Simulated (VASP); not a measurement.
Sr, 1 atom in the cell. It takes space group Im-3m (No. 229, cubic). The conventional cell has a = 4.923 Å, b = 4.923 Å, c = 4.923 Å, α = 90.00°, β = 90.00°, γ = 90.00°. Within 5.6 Å of Sr (site symmetry m-3m) lie 14 Sr at 4.26 to 4.92 Å. This isn't the form of Sr at room conditions, which is fcc. This cell differs from its parent crystal: strain +0.015 along x and y, +0.015 along z.

```yaml
Program: VASP 6.6.1
Task: single point
Functional: r2SCAN
Potentials_or_basis: VASP PAW PBE potentials, release 64 (Sr_sv)
Cutoff: 520 eV
k_mesh: 14 × 14 × 14
Occupations: gaussian, width 0.15 eV
Spin: no spin polarisation
Dipole_correction: no
Further_INCAR_settings: ALGO = Normal; EDIFF = 1e-06; NBANDS = 11
```

Potentials or basis: VASP PAW PBE potentials, release 64 (Sr_sv).

Launch:

```bash
$ cat potpaw_PBE.64/Sr_sv/POTCAR > POTCAR
$ cp INCAR.step1 INCAR
$ mpirun -np 1 vasp_std > vasp.out
$ cp INCAR.step2 INCAR
$ mpirun -np 1 vasp_std > vasp.out
```

Hardware: 1 thread of Oxide Virtual Turin-like Processor, with other jobs on the host.

Q: How long does it take, and how much memory?

A: It took 3.7 min on 1 thread of Oxide Virtual Turin-like Processor (shared host), peak memory 0.19 GiB. Counts: k points 104.
